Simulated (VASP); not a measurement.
# TiSi2 (Fddd) in VASP: further runs

Runs on TiSi2. Level: PBE. Tasks: single point.

All numbers are computed with VASP 6.6.1; they aren't measurements. Logs are shortened: lines on timing, memory, paths and dates and some standing lists are left out, and cuts for length are marked.

### Step 1. The cell of the first run

It takes space group Fddd (No. 70, orthorhombic). The conventional cell has a = 4.773 Å, b = 8.236 Å, c = 8.353 Å, α = 90.00°, β = 90.00°, γ = 90.00°. Within 3.3 Å of Ti (site symmetry 222) lie 10 Si at 2.51 to 2.77 Å and 4 Ti at 3.17 Å. Si (site symmetry 2) has 9 Si at 2.49 to 3.17 Å and 5 Ti at 2.51 to 2.77 Å within 3.3 Å.

### Step 2. Single point, PBE (z stretched by -2 %, then relaxed in part)

File INCAR:

```
  PREC = Accurate
  ENCUT = 520
  EDIFF = 1E-6
  ISMEAR = -1
  SIGMA = 0.05
  LREAL = F
  LASPH = T
  NELM = 60
  ALGO = Normal
  ISIF = 2
  LWAVE = F
  LCHARG = T
  GGA = PE
  LELF = T
  LVHAR = T
  NBANDS = 29
```

File KPOINTS:

```
Automatic mesh
0
Gamma
  13 13 13
```

File POSCAR:

```
TiSi2
1.0
    0.0000000000      4.1180000000      4.1762700000
    2.3865000000      0.0000000000      4.1762700000
    2.3865000000      4.1180000000      0.0000000000
Ti Si
2 4
Direct
    0.7500000000      0.7500000000      0.7500000000
    0.5000000000      0.5000000000      0.5000000000
    0.0860315554      0.4139684446      0.0860315554
    0.4139684446      0.0860315554      0.4139684446
    0.1639684446      0.8360315554      0.1639684446
    0.8360315554      0.1639684446      0.8360315554
```

Potentials or basis: VASP PAW PBE potentials, release 64 (Ti_sv, Si).

The run is started by

```bash
cat potpaw_PBE.64/Ti_sv/POTCAR potpaw_PBE.64/Si/POTCAR > POTCAR
mpirun -np 1 vasp_std > vasp.out
```

OUTCAR:

```text
PREC = Accurate
   ENCUT = 520
   EDIFF = 1E-6
   ISMEAR = -1
   LREAL = F
   LASPH = T
   NELM = 60
   ISIF = 2
   GGA = PE

 ion  position               nearest neighbor table
   1  0.750  0.750  0.750-   6 2.51   5 2.51   6 2.51   5 2.51   4 2.74   4 2.74   3 2.74   3 2.74
                             3 2.77   4 2.77
   2  0.500  0.500  0.500-   3 2.51   4 2.51   3 2.51   4 2.51   5 2.74   5 2.74   6 2.74   6 2.74
                             5 2.77   6 2.77
   3  0.086  0.414  0.086-   5 2.49   5 2.49   2 2.51   2 2.51   4 2.70   1 2.74   1 2.74   1 2.77
                             4 2.78   4 2.78
   4  0.414  0.086  0.414-   6 2.49   6 2.49   2 2.51   2 2.51   3 2.70   1 2.74   1 2.74   1 2.77
                             3 2.78   3 2.78
   5  0.164  0.836  0.164-   3 2.49   3 2.49   1 2.51   1 2.51   6 2.70   2 2.74   2 2.74   2 2.77
                             6 2.78   6 2.78
   6  0.836  0.164  0.836-   4 2.49   4 2.49   1 2.51   1 2.51   5 2.70   2 2.74   2 2.74   2 2.77
                             5 2.78   5 2.78

  LATTYP: Found a face centered orthorhombic cell.
 ALAT       =     4.7730000000
 B/A-ratio  =     1.7255394930
 C/A-ratio  =     1.7499560025

  Lattice vectors:

 A1 = (   0.0000000000,   4.1180000000,   4.1762700000)
 A2 = (   2.3865000000,   0.0000000000,   4.1762700000)
 A3 = (   2.3865000000,   4.1180000000,   0.0000000000)

Analysis of symmetry for initial positions (statically):
=====================================================================
 Subroutine PRICEL returns:
 Original cell was already a primitive cell.

 Routine SETGRP: Setting up the symmetry group for a
 face centered orthorhombic supercell.

 Subroutine GETGRP returns: Found  8 space group operations
 (whereof  4 operations were pure point group operations)
 out of a pool of  8 trial point group operations.

The static configuration has the point symmetry D_2 .
 The point group associated with its full space group is D_2h.

Analysis of symmetry for dynamics (positions and initial velocities):
=====================================================================
 Subroutine PRICEL returns:
 Original cell was already a primitive cell.

 Routine SETGRP: Setting up the symmetry group for a
 face centered orthorhombic supercell.

 Subroutine GETGRP returns: Found  8 space group operations
 (whereof  4 operations were pure point group operations)
 out of a pool of  8 trial point group operations.

The dynamic configuration has the point symmetry D_2 .
 The point group associated with its full space group is D_2h.

 Subroutine INISYM returns: Found  8 space group operations
 (whereof  4 operations are pure point group operations),
 and found     1 'primitive' translations

----------------------------------------------------------------------------------------

                                     Primitive cell

  volume of cell :      82.0855

  direct lattice vectors                    reciprocal lattice vectors
     0.000000000  4.118000000  4.176270000    -0.209511837  0.121418164  0.119724060
     2.386500000  0.000000000  4.176270000     0.209511837 -0.121418164  0.119724060
     2.386500000  4.118000000  0.000000000     0.209511837  0.121418164 -0.119724060

  length of vectors
     5.865079293  4.810053364  4.759548954     0.270132248  0.270132248  0.270132248

  position of ions in fractional coordinates (direct lattice)
     0.750000000  0.750000000  0.750000000
     0.500000000  0.500000000  0.500000000
     0.086031555  0.413968445  0.086031555
     0.413968445  0.086031555  0.413968445
     0.163968445  0.836031555  0.163968445
     0.836031555  0.163968445  0.836031555

  ion indices of the primitive-cell ions
   primitive index   ion index
                 1           1
                 2           2
                 3           3
                 4           4
                 5           5
                 6           6

----------------------------------------------------------------------------------------

 KPOINTS: Automatic mesh

Automatic generation of k-mesh.
 Grid dimensions read from file:
 generate k-points for:   13   13   13

 Generating k-lattice:

  Cartesian coordinates                     Fractional coordinates (reciprocal lattice)
    -0.016116295  0.009339859  0.009209543     0.076923077  0.000000000  0.000000000
     0.016116295 -0.009339859  0.009209543    -0.000000000  0.076923077 -0.000000000
     0.016116295  0.009339859 -0.009209543     0.000000000  0.000000000  0.076923077

  Length of vectors
     0.020779404  0.020779404  0.020779404

  Shift w.r.t. Gamma in fractional coordinates (k-lattice)
     0.000000000  0.000000000  0.000000000

 Subroutine IBZKPT returns following result:
 ===========================================

 Found    343 irreducible k-points:

 Following reciprocal coordinates:
            Coordinates               Weight
  0.000000  0.000000  0.000000      1.000000
  0.076923  0.000000 -0.000000      8.000000
  0.153846  0.000000  0.000000      8.000000
  0.230769  0.000000 -0.000000      8.000000
  0.307692  0.000000  0.000000      8.000000
  0.384615  0.000000  0.000000      8.000000
[... 16 lines left out ...]
  0.384615  0.153846 -0.000000      8.000000
  0.461538  0.153846  0.000000      8.000000
 [... further k-points ...]
   k-points           NKPTS =    343   k-points in BZ     NKDIM =    343   number of bands    NBANDS=     29
   number of dos      NEDOS =    301   number of ions     NIONS =      6
   total plane-waves  NPLWV =  62208
   dimension x,y,z NGX =    48 NGY =   36 NGZ =   36
   dimension x,y,z NGXF=    96 NGYF=   72 NGZF=   72
   ions per type =               2   4
   NGX,Y,Z   is equivalent  to a cutoff of  13.61, 12.44, 12.57 a.u.
   NGXF,Y,Z  is equivalent  to a cutoff of  27.21, 24.88, 25.15 a.u.
 SYSTEM =  unknown system
   PREC   = accura    normal or accurate (medium, high low for compatibility)
   ISTART =      0    job   : 0-new  1-cont  2-samecut
   ICHARG =      2    charge: 1-file 2-atom 10-const
   ISPIN  =      1    spin polarized calculation?
   LNONCOLLINEAR =      F non collinear calculations
   LSORBIT =      F    spin-orbit coupling
   LASPH  =      T    aspherical Exc in radial PAW
   ENCUT  =  520.0 eV  38.22 Ry    6.18 a.u.  10.91  8.94  8.85*2*pi/ulx,y,z
   NELM   =     60;   NELMIN=  2; NELMDL= -5     # of ELM steps
   EDIFF  = 0.1E-05   stopping-criterion for ELM
   LREAL  =      F    real-space projection
   EDIFFG = 0.1E-04   stopping-criterion for IOM
   NSW    =      0    number of steps for IOM
   IBRION =     -1    ionic relax: 0-MD 1-quasi-New 2-CG
   NFREE  =      0    steps in history (QN), initial steepest desc. (CG)
   ISIF   =      2    stress and relaxation
   ISYM   =      2    0-nonsym 1-usesym 2-fastsym
   POTIM  = 0.5000    time-step for ionic-motion
   TEBEG  =    0.0;   TEEND  =   0.0 temperature during run
   PSTRESS=    0.0 pullay stress
   NELECT =      40.0000    total number of electrons
   NUPDOWN=      -1.0000    fix difference up-down
   EMIN   =  10.00;   EMAX   =-10.00  energy-range for DOS
   EFERMI =   0.00;   METHOD = LEGACY
   ISMEAR =    -1;   SIGMA  =   0.05  broadening in eV -4-tet -1-fermi 0-gaus
   EFERMI_NEDOS =   21; number of points for ismear=-14 and -15
   IALGO  =     38    algorithm
   IMIX   =      4    mixing-type and parameters
     AMIX     =   0.40;   BMIX     =  1.00
     AMIX_MAG =   1.60;   BMIX_MAG =  1.00
  volume/ion in A,a.u.               =      13.68        92.32
  Fermi-wavevector in a.u.,A,eV,Ry     =   1.288267  2.434473 22.580679  1.659633
  Thomas-Fermi vector in A             =   2.420232
   LORBIT       =      0    0 simple, 1 ext, 2 COOP (PROOUT), +10 PAW based schemes
   GGA     = PE    functional components
   LHFCALC =     F    Hartree Fock is set to
   AEXX    =    0.0000 exact exchange contribution
   IVDW    =     0    specifies the selected vdW correction
   LEPSILON=     F    determine dielectric tensor
   LRPA    =     F    only Hartree local field effects (RPA)
 non-spin polarized calculation
  energy-cutoff  :      520.00
  volume of cell :       82.09
 maximum number of plane-waves:      2234
 NGX is ok and might be reduce to    48
   NGX = 21   NGY = 17   NGZ = 17

 number of electron      40.0000003 magnetization

 Free energy of the ion-electron system (eV)
  ---------------------------------------------------
  ext. energy  EPLUGINS =         0.00000000
  ---------------------------------------------------
  free energy    TOTEN  =       -40.62872875 eV

  energy without entropy =      -40.61166867  energy(sigma->0) =      -40.62019871

 E-fermi :  10.4477     XC(G=0): -11.8310

 val. band max:       10.4446052289   @ k =  -0.2308   0.2308   0.0000
 cond. band min:      10.4506593073   @ k =  -0.3077   0.0769   0.1538
 fundamental gap:      0.0060540784
 Fermi energy:        10.4476653146

 k-point     1 :       0.0000    0.0000    0.0000
  band No.  band energies     occupation
      1     -45.7365      2.00000
      2     -45.7041      2.00000
      3     -22.1285      2.00000
      4     -22.1212      2.00000
      5     -22.0424      2.00000
      6     -22.0257      2.00000
[... 21 lines left out ...]
     28      14.3836      0.00000
     29      14.4266      0.00000

 k-point     2 :       0.0769    0.0000   -0.0000
  band No.  band energies     occupation
      1     -45.7361      2.00000
      2     -45.7045      2.00000
      3     -22.1283      2.00000
      4     -22.1210      2.00000
      5     -22.0438      2.00000
      6     -22.0256      2.00000
[... 21 lines left out ...]
     28      14.2334      0.00000
     29      14.2934      0.00000

 k-point     3 :       0.1538    0.0000    0.0000
  band No.  band energies     occupation
      1     -45.7350      2.00000
      2     -45.7055      2.00000
      3     -22.1289      2.00000
      4     -22.1192      2.00000
      5     -22.0479      2.00000
      6     -22.0253      2.00000
[... 638 lines left out ...]
      5     -22.0765      2.00000
      6     -22.0170      2.00000
[... 21 lines left out ...]
     28      14.7243      0.00000
     29      15.0783      0.00000

 k-point    24 :       0.4615    0.1538    0.0000
  band No.  band energies     occupation
      1     -45.7278      2.00000
      2     -45.7124      2.00000
      3     -22.1326      2.00000
      4     -22.0927      2.00000
      5     -22.0824      2.00000
      6     -22.0157      2.00000
[... 21 lines left out ...]
     28      14.6869      0.00000
     29      14.8640      0.00000

 [... further k-points ...]

------------------------ aborting loop because EDIFF is reached ----------------------------------------

  FORCE on cell =-STRESS in cart. coord.  units (eV):
  Direction    XX          YY          ZZ          XY          YZ          ZX
  --------------------------------------------------------------------------------------
  -------------------------------------------------------------------------------------
  Total        2.4173365      1.1230143      5.9542430      0.0000000      0.0000000      0.0000000
  in kB       47.1825430     21.9194435    116.2173024      0.0000000      0.0000000      0.0000000
  external PRESSURE =      61.7730963 kB  Pullay stress =       0.0000000 kB

 VOLUME and BASIS-vectors are now :
 -----------------------------------------------------------------------------
  energy-cutoff  :      520.00
  volume of cell :       82.09
      direct lattice vectors                 reciprocal lattice vectors
     0.000000000  4.118000000  4.176270000    -0.209511837  0.121418164  0.119724060
     2.386500000  0.000000000  4.176270000     0.209511837 -0.121418164  0.119724060
     2.386500000  4.118000000  0.000000000     0.209511837  0.121418164 -0.119724060

 POSITION                                       TOTAL-FORCE (eV/Angst)
 -----------------------------------------------------------------------------------
      3.57975      6.17700      6.26441         0.000000     -0.000000     -0.000000
      2.38650      4.11800      4.17627        -0.000000      0.000000      0.000000
      1.19325      0.70856      2.08813        -0.000000      0.000935     -0.000000
      1.19325      3.40944      2.08813        -0.000000     -0.000935     -0.000000
      2.38650      1.35044      4.17627        -0.000000     -0.000935      0.000000
      2.38650      6.88556      4.17627        -0.000000      0.000935      0.000000
 -----------------------------------------------------------------------------------
    total drift:                               -0.000000     -0.000000      0.000000

  FREE ENERGIE OF THE ION-ELECTRON SYSTEM (eV)
  ---------------------------------------------------
  free  energy   TOTEN  =       -40.6287287535 eV

  energy  without entropy=      -40.6116686654  energy(sigma->0) =      -40.62019871
```

Run time: 9.3 min. Hardware: 1 thread of Intel Xeon Platinum 8488C (Sapphire Rapids), shared host; peak memory 0.72 GiB.

Results:

```yaml
Free_energy: -40.6287 eV
Pressure: 6.2 GPa
Band_gap_on_the_k_mesh: zero (bands 20 and 21 overlap by 1.97 eV)
```

Caveat: the cell differs from its parent crystal (z stretched by -2 %, then relaxed in part); the stress differs along the axes, from 2 to 12 GPa.

(Continued in part 2 of 3.)
